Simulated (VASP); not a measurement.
# Cd (P6_3/mmc) in VASP: further runs

The runs below take Cd through single point, relaxation of cell and atoms, with PBEsol.

Everything below comes from runs of VASP 6.6.1. Logs are shortened: lines on timing, memory, paths and dates and some standing lists are left out, and cuts for length are marked.

### Step 1. The cell of the first run

Symmetry: P6_3/mmc, No. 194, hexagonal system. Conventional cell: a = 2.964 Å, b = 2.964 Å, c = 5.517 Å, α = 90.00°, β = 90.00°, γ = 120.00°. Within 3.9 Å of Cd (site symmetry -6m2) lie 12 Cd at 2.96 to 3.25 Å.

### Step 2. Single point, PBEsol

Contents of INCAR:

```
ALGO = Fast
EDIFF = 1E-7
ENCUT = 520
GGA = PS
ISIF = 2
ISMEAR = -1
LASPH = T
LCHARG = F
LREAL = F
LWAVE = F
NBANDS = 19
NELM = 80
PREC = Accurate
SIGMA = 0.15
```

Contents of KPOINTS:

```
k-points
0
Gamma
  18 18 8
```

Contents of POSCAR:

```
Cd
1.0
    2.9643011524      0.0000000000      0.0000000000
   -1.4821505762      2.5671601025      0.0000000000
    0.0000000000      0.0000000000      5.5173886451
Cd
2
Direct
    0.3333333333      0.6666666667      0.2500000000
    0.6666666667      0.3333333333      0.7500000000
```

Potentials or basis: VASP PAW PBE potentials, release 64 (Cd).

On the command line:

```
cat potpaw_PBE.64/Cd/POTCAR > POTCAR
mpirun -np 1 vasp_std > vasp.out
```

OUTCAR:

```text
EDIFF = 1E-7
   ENCUT = 520
   GGA = PS
   ISIF = 2
   ISMEAR = -1
   LASPH = T
   LREAL = F
   NELM = 80
   PREC = Accurate

 ion  position               nearest neighbor table
   1  0.333  0.667  0.250-   2 3.25   2 3.25   2 3.25   2 3.25   2 3.25   2 3.25
   2  0.667  0.333  0.750-   1 3.25   1 3.25   1 3.25   1 3.25   1 3.25   1 3.25

  LATTYP: Found a hexagonal cell.
 ALAT       =     2.9643011524
 C/A-ratio  =     1.8612780421

  Lattice vectors:

 A1 = (   2.9643011524,   0.0000000000,   0.0000000000)
 A2 = (  -1.4821505762,   2.5671601025,   0.0000000000)
 A3 = (   0.0000000000,   0.0000000000,   5.5173886451)

Analysis of symmetry for initial positions (statically):
=====================================================================
 Subroutine PRICEL returns:
 Original cell was already a primitive cell.

 Routine SETGRP: Setting up the symmetry group for a
 hexagonal supercell.

 Subroutine GETGRP returns: Found 24 space group operations
 (whereof 12 operations were pure point group operations)
 out of a pool of 24 trial point group operations.

The static configuration has the point symmetry D_3d.
 The point group associated with its full space group is D_6h.

Analysis of symmetry for dynamics (positions and initial velocities):
=====================================================================
 Subroutine PRICEL returns:
 Original cell was already a primitive cell.

 Routine SETGRP: Setting up the symmetry group for a
 hexagonal supercell.

 Subroutine GETGRP returns: Found 24 space group operations
 (whereof 12 operations were pure point group operations)
 out of a pool of 24 trial point group operations.

The dynamic configuration has the point symmetry D_3d.
 The point group associated with its full space group is D_6h.

 Subroutine INISYM returns: Found 24 space group operations
 (whereof 12 operations are pure point group operations),
 and found     1 'primitive' translations

----------------------------------------------------------------------------------------

                                     Primitive cell

  volume of cell :      41.9864

  direct lattice vectors                    reciprocal lattice vectors
     2.964301152  0.000000000  0.000000000     0.337347641  0.194767751  0.000000000
    -1.482150576  2.567160102  0.000000000     0.000000000  0.389535502  0.000000000
     0.000000000  0.000000000  5.517388645     0.000000000  0.000000000  0.181245162

  length of vectors
     2.964301152  2.964301152  5.517388645     0.389535502  0.389535502  0.181245162

  position of ions in fractional coordinates (direct lattice)
     0.333333333  0.666666667  0.250000000
     0.666666667  0.333333333  0.750000000

  ion indices of the primitive-cell ions
   primitive index   ion index
                 1           1
                 2           2

----------------------------------------------------------------------------------------

 KPOINTS: k-points

Automatic generation of k-mesh.
 Grid dimensions read from file:
 generate k-points for:   18   18    8

 Generating k-lattice:

  Cartesian coordinates                     Fractional coordinates (reciprocal lattice)
     0.018741536  0.010820431  0.000000000     0.055555556  0.000000000  0.000000000
     0.000000000  0.021640861  0.000000000     0.000000000  0.055555556  0.000000000
     0.000000000  0.000000000  0.022655645     0.000000000  0.000000000  0.125000000

  Length of vectors
     0.021640861  0.021640861  0.022655645

  Shift w.r.t. Gamma in fractional coordinates (k-lattice)
     0.000000000  0.000000000  0.000000000

 Subroutine IBZKPT returns following result:
 ===========================================

 Found    185 irreducible k-points:

 Following reciprocal coordinates:
            Coordinates               Weight
  0.000000  0.000000  0.000000      1.000000
  0.055556 -0.000000  0.000000      6.000000
  0.111111 -0.000000  0.000000      6.000000
  0.166667 -0.000000  0.000000      6.000000
  0.222222 -0.000000  0.000000      6.000000
  0.277778 -0.000000  0.000000      6.000000
[... 16 lines left out ...]
  0.333333  0.111111  0.000000     12.000000
  0.388889  0.111111  0.000000     12.000000
 [... further k-points ...]
   k-points           NKPTS =    185   k-points in BZ     NKDIM =    185   number of bands    NBANDS=     19
   number of dos      NEDOS =    301   number of ions     NIONS =      2
   total plane-waves  NPLWV =  24192
   dimension x,y,z NGX =    24 NGY =   24 NGZ =   42
   dimension x,y,z NGXF=    48 NGYF=   48 NGZF=   84
   ions per type =               2
   NGX,Y,Z   is equivalent  to a cutoff of  13.46, 13.46, 12.66 a.u.
   NGXF,Y,Z  is equivalent  to a cutoff of  26.92, 26.92, 25.31 a.u.
 SYSTEM =  unknown system
   PREC   = accura    normal or accurate (medium, high low for compatibility)
   ISTART =      0    job   : 0-new  1-cont  2-samecut
   ICHARG =      2    charge: 1-file 2-atom 10-const
   ISPIN  =      1    spin polarized calculation?
   LNONCOLLINEAR =      F non collinear calculations
   LSORBIT =      F    spin-orbit coupling
   LASPH  =      T    aspherical Exc in radial PAW
   ENCUT  =  520.0 eV  38.22 Ry    6.18 a.u.   5.51  5.51 10.26*2*pi/ulx,y,z
   NELM   =     80;   NELMIN=  2; NELMDL= -5     # of ELM steps
   EDIFF  = 0.1E-06   stopping-criterion for ELM
   LREAL  =      F    real-space projection
   EDIFFG = 0.1E-05   stopping-criterion for IOM
   NSW    =      0    number of steps for IOM
   IBRION =     -1    ionic relax: 0-MD 1-quasi-New 2-CG
   NFREE  =      0    steps in history (QN), initial steepest desc. (CG)
   ISIF   =      2    stress and relaxation
   ISYM   =      2    0-nonsym 1-usesym 2-fastsym
   POTIM  = 0.5000    time-step for ionic-motion
   TEBEG  =    0.0;   TEEND  =   0.0 temperature during run
   PSTRESS=    0.0 pullay stress
   NELECT =      24.0000    total number of electrons
   NUPDOWN=      -1.0000    fix difference up-down
   EMIN   =  10.00;   EMAX   =-10.00  energy-range for DOS
   EFERMI =   0.00;   METHOD = LEGACY
   ISMEAR =    -1;   SIGMA  =   0.15  broadening in eV -4-tet -1-fermi 0-gaus
   EFERMI_NEDOS =   21; number of points for ismear=-14 and -15
   IALGO  =     68    algorithm
   IMIX   =      4    mixing-type and parameters
     AMIX     =   0.40;   BMIX     =  1.00
     AMIX_MAG =   1.60;   BMIX_MAG =  1.00
  volume/ion in A,a.u.               =      20.99       141.67
  Fermi-wavevector in a.u.,A,eV,Ry     =   1.358654  2.567484 25.115558  1.845941
  Thomas-Fermi vector in A             =   2.485469
   LORBIT       =      0    0 simple, 1 ext, 2 COOP (PROOUT), +10 PAW based schemes
   GGA     = PS    functional components
   LHFCALC =     F    Hartree Fock is set to
   AEXX    =    0.0000 exact exchange contribution
   IVDW    =     0    specifies the selected vdW correction
   LEPSILON=     F    determine dielectric tensor
   LRPA    =     F    only Hartree local field effects (RPA)
 non-spin polarized calculation
 RMM-DIIS sequential band-by-band and
  energy-cutoff  :      520.00
  volume of cell :       41.99
 maximum number of plane-waves:      1172
 NGX is ok and might be reduce to    24
   NGX = 11   NGY = 11   NGZ = 21

 number of electron      24.0000005 magnetization

 Free energy of the ion-electron system (eV)
  ---------------------------------------------------
  ext. energy  EPLUGINS =         0.00000000
  ---------------------------------------------------
  free energy    TOTEN  =        -2.41920436 eV

  energy without entropy =       -2.38062109  energy(sigma->0) =       -2.39991272

 E-fermi :   3.0541     XC(G=0): -11.3620

 val. band max:        3.0226881523   @ k =   0.3333   0.3333   0.1250
 cond. band min:       3.0583029982   @ k =   0.2222   0.2222   0.0000
 fundamental gap:      0.0356148459
 Fermi energy:         3.0541067963

 k-point     1 :       0.0000    0.0000    0.0000
  band No.  band energies     occupation
      1      -6.9488      2.00000
      2      -6.6469      2.00000
      3      -6.2629      2.00000
      4      -6.2629      2.00000
      5      -6.2039      2.00000
      6      -6.2039      2.00000
[... 11 lines left out ...]
     18      18.4682      0.00000
     19      18.7893      0.00000

 k-point     2 :       0.0556   -0.0000    0.0000
  band No.  band energies     occupation
      1      -6.9146      2.00000
      2      -6.6091      2.00000
      3      -6.2768      2.00000
      4      -6.2330      2.00000
      5      -6.2168      2.00000
      6      -6.1752      2.00000
[... 11 lines left out ...]
     18      18.4432      0.00000
     19      19.1355      0.00000

 k-point     3 :       0.1111   -0.0000    0.0000
  band No.  band energies     occupation
      1      -6.8266      2.00000
      2      -6.5327      2.00000
      3      -6.3109      2.00000
      4      -6.2411      2.00000
      5      -6.1462      2.00000
      6      -6.0918      2.00000
[... 11 lines left out ...]
     18      18.2552      0.00000
     19      19.0295      0.00000

 k-point     4 :       0.1667   -0.0000    0.0000
  band No.  band energies     occupation
      1      -6.7460      2.00000
      2      -6.4705      2.00000
      3      -6.3731      2.00000
      4      -6.2024      2.00000
      5      -6.0104      2.00000
      6      -5.9653      2.00000
[... 11 lines left out ...]
     18      17.0607      0.00000
     19      17.1648      0.00000

 k-point     5 :       0.2222   -0.0000    0.0000
  band No.  band energies     occupation
      1      -6.7608      2.00000
      2      -6.5032      2.00000
      3      -6.3253      2.00000
      4      -6.1474      2.00000
      5      -6.0884      2.00000
      6      -5.8636      2.00000
[... 11 lines left out ...]
     18      16.1304      0.00000
     19      16.4579      0.00000
[... 334 lines left out ...]
      2      -6.5021      2.00000
      3      -6.3412      2.00000
      4      -6.2584      2.00000
      5      -6.0827      2.00000
      6      -6.0219      2.00000
[... 11 lines left out ...]
     18      15.5828      0.00000
     19      15.8416      0.00000

 k-point    22 :       0.2778    0.1111    0.0000
  band No.  band energies     occupation
      1      -6.8089      2.00000
      2      -6.5879      2.00000
      3      -6.4891      2.00000
      4      -6.1308      2.00000
      5      -6.1200      2.00000
      6      -5.9295      2.00000
[... 11 lines left out ...]
     18      14.9580      0.00000
     19      15.4061      0.00000

 k-point    23 :       0.3333    0.1111    0.0000
  band No.  band energies     occupation
      1      -6.8870      2.00000
      2      -6.6620      2.00000
      3      -6.6008      2.00000
      4      -6.1610      2.00000
      5      -6.0093      2.00000
      6      -6.0006      2.00000
[... 11 lines left out ...]
     18      14.4757      0.00000
     19      15.0761      0.00000

 k-point    24 :       0.3889    0.1111    0.0000
  band No.  band energies     occupation
      1      -6.9381      2.00000
      2      -6.7108      2.00000
      3      -6.6700      2.00000
      4      -6.1735      2.00000
      5      -6.0537      2.00000
      6      -5.9400      2.00000
[... 11 lines left out ...]
     18      14.1709      0.00000
     19      14.8745      0.00000

 [... further k-points ...]

------------------------ aborting loop because EDIFF is reached ----------------------------------------

  FORCE on cell =-STRESS in cart. coord.  units (eV):
  Direction    XX          YY          ZZ          XY          YZ          ZX
  --------------------------------------------------------------------------------------
  -------------------------------------------------------------------------------------
  Total        0.1277785      0.1277785      0.0735295      0.0000000     -0.0000000      0.0000000
  in kB        4.8759526      4.8759526      2.8058439      0.0000000     -0.0000000      0.0000000
  external PRESSURE =       4.1859164 kB  Pullay stress =       0.0000000 kB

 VOLUME and BASIS-vectors are now :
 -----------------------------------------------------------------------------
  energy-cutoff  :      520.00
  volume of cell :       41.99
      direct lattice vectors                 reciprocal lattice vectors
     2.964301152  0.000000000  0.000000000     0.337347641  0.194767751  0.000000000
    -1.482150576  2.567160102  0.000000000     0.000000000  0.389535502  0.000000000
     0.000000000  0.000000000  5.517388645     0.000000000  0.000000000  0.181245162

 POSITION                                       TOTAL-FORCE (eV/Angst)
 -----------------------------------------------------------------------------------
     -0.00000      1.71144      1.37935        -0.000000      0.000000      0.000000
      1.48215      0.85572      4.13804         0.000000      0.000000     -0.000000
 -----------------------------------------------------------------------------------
    total drift:                               -0.000000      0.000000      0.000000

  FREE ENERGIE OF THE ION-ELECTRON SYSTEM (eV)
  ---------------------------------------------------
  free  energy   TOTEN  =        -2.4192043597 eV

  energy  without entropy=       -2.3806210853  energy(sigma->0) =       -2.39991272
```

It took 52 s on 1 thread of AMD EPYC 9R45 (Zen 5), shared host; peak memory 0.22 GiB.

Results:

```yaml
Free_energy: -2.4192 eV
Pressure: 0.4 GPa
Band_gap_on_the_k_mesh: zero (bands 12 and 13 overlap by 4.33 eV)
```

Levels at points of the mesh, in eV from the Fermi level:
```csv
k point,band 10,band 11,band 12,band 13,band 14,band 15
"(0.00, 0.00, 0.00)",-8.49,-8.49,-3.21,-2.93,11.00,14.39
"(0.50, 0.00, 0.00)",-8.21,-2.54,-1.99,2.02,2.97,3.30
"(0.00, 0.00, 0.50)",-8.62,-7.59,-7.59,3.93,3.93,14.73
"(0.50, 0.00, 0.50)",-8.22,-1.72,-1.72,0.03,0.03,8.29
```

Caveat: the PAW data sets were made with another functional, which shifts forces and pressure a little.

### Step 3. Single point, PBEsol

This run uses another cell than the first one, of 21.06 Å³/atom.

Contents of INCAR:

```
SYSTEM = Cd
ALGO = Fast ; EDIFF = 1E-6
ENCUT = 520 ; GGA = PS
ISIF = 2 ; ISMEAR = 0
LASPH = .True. ; LCHARG = .False.
LREAL = .False. ; LWAVE = .False.
NBANDS = 19 ; NELM = 60
PREC = Accurate ; SIGMA = 0.1
```

Contents of KPOINTS:

```
k-points
0
Gamma
  18 18 8
  0 0 0
```

Contents of POSCAR:

```
Cd
1.0
    2.9442122161      0.0000000000      0.0000000000
   -1.4721061080      2.5497625733      0.0000000000
    0.0000000000      0.0000000000      5.6103195833
Cd
2
Direct
    0.3333333333      0.6666666667      0.2500000000
    0.6666666667      0.3333333333      0.7500000000
```

Potentials or basis: VASP PAW PBE potentials, release 64 (Cd).

On the command line:

```
cat potpaw_PBE.64/Cd/POTCAR > POTCAR
mpirun -np 1 vasp_std > vasp.out
```

Run time: 50 s. Hardware: 1 thread of AMD EPYC 9R45 (Zen 5), shared host; peak memory 0.21 GiB.

It converged, with:

- Free energy: -2.4011 eV
- Pressure: 0.4 GPa
- Band gap on the k mesh: zero (bands 12 and 13 overlap by 4.74 eV)

Stress tensor (GPa, compression positive):
```
0.51 0.00 0.00
0.00 0.51 0.00
0.00 0.00 0.26
```

Levels at points of the mesh, in eV from the Fermi level:
| k point | band 10 | band 11 | band 12 | band 13 | band 14 | band 15 |
| --- | --- | --- | --- | --- | --- | --- |
| (0.00, 0.00, 0.00) | -8.51 | -8.51 | -3.30 | -3.21 | 10.34 | 14.57 |
| (0.50, 0.00, 0.00) | -8.20 | -2.48 | -1.90 | 1.88 | 2.95 | 3.18 |
| (0.00, 0.00, 0.50) | -8.63 | -7.62 | -7.62 | 3.52 | 3.52 | 14.91 |
| (0.50, 0.00, 0.50) | -8.21 | -1.70 | -1.70 | 0.09 | 0.09 | 8.00 |

Caveat: the PAW data sets were made with another functional, which shifts forces and pressure a little.

(Continued in part 2 of 2.)
